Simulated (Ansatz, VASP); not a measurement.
# One calculation of Tl, two programs

INCAR

```
PREC = Accurate
ENCUT = 520
EDIFF = 1E-6
ISMEAR = -1
SIGMA = 0.05
LREAL = False
LASPH = True
NELM = 80
ALGO = Normal
ISIF = 2
LWAVE = False
LCHARG = False
GGA = CA
NBANDS = 12
```

File KPOINTS:

```
regular mesh
0
Gamma
  13 13 13
```

File POSCAR:

```
Tl
1.0
   -1.9665424028      1.9665424028      1.9665424028
    1.9665424028     -1.9665424028      1.9665424028
    1.9665424028      1.9665424028     -1.9665424028
Tl
1
Direct
    0.0000000000      0.0000000000      0.0000000000
```

Input for Ansatz:

```yaml
crystal:
  lattice:
    - [-1.9665424028, 1.9665424028, 1.9665424028]
    - [1.9665424028, -1.9665424028, 1.9665424028]
    - [1.9665424028, 1.9665424028, -1.9665424028]
  atoms:
    - { symbol: Tl, position: [0.0, 0.0, 0.0] }
kpoints:
  mp_grid: { grid: [13, 13, 13] }
  band_path:
    path:
      - [0.0, 0.0, 0.0]
      - [0.5, -0.5, 0.5]
      - [0.0, 0.0, 0.5]
      - [0.0, 0.0, 0.0]
      - [0.25, 0.25, 0.25]
      - [0.5, -0.5, 0.5]
      - [0.25, 0.25, 0.25]
      - [0.0, 0.0, 0.5]
    npoints: 5
scf:
  occupations: { method: fermi_dirac, width: 0.05 }
hamiltonian:
  xc: lda
  pseudopotentials: { kind: all_electron, lapw: { basis_error: 0.00025 } }
output:
  forces: true
  stress: true
  eigenvalues: true
```

Change from the starting cell: volume scaled by 1.04.

Alike in both runs: task single point; functional LDA; k mesh 13 × 13 × 13; occupations fermi-dirac, width 0.05 eV; no spin polarisation.

```csv
,VASP,Ansatz
version,VASP 6.6.1,Ansatz 0.2.0
potentials or method,"VASP PAW LDA potentials, release 64 (Tl_d), cutoff 520 eV","all-electron LAPW, scalar-relativistic"
```

Ansatz gave:

| Quantity | Value |
| --- | --- |
| pressure (GPa) | -3.5 |

**Question.** Estimate VASP's values.

**Answer.** Pressure (GPa): -3.4.

LDA's correlation is that of Perdew and Zunger in VASP and of Perdew and Wang (1992) in Ansatz. Ansatz ran all-electron here, and VASP with PAW potentials.

Neither program's run includes spin-orbit coupling.
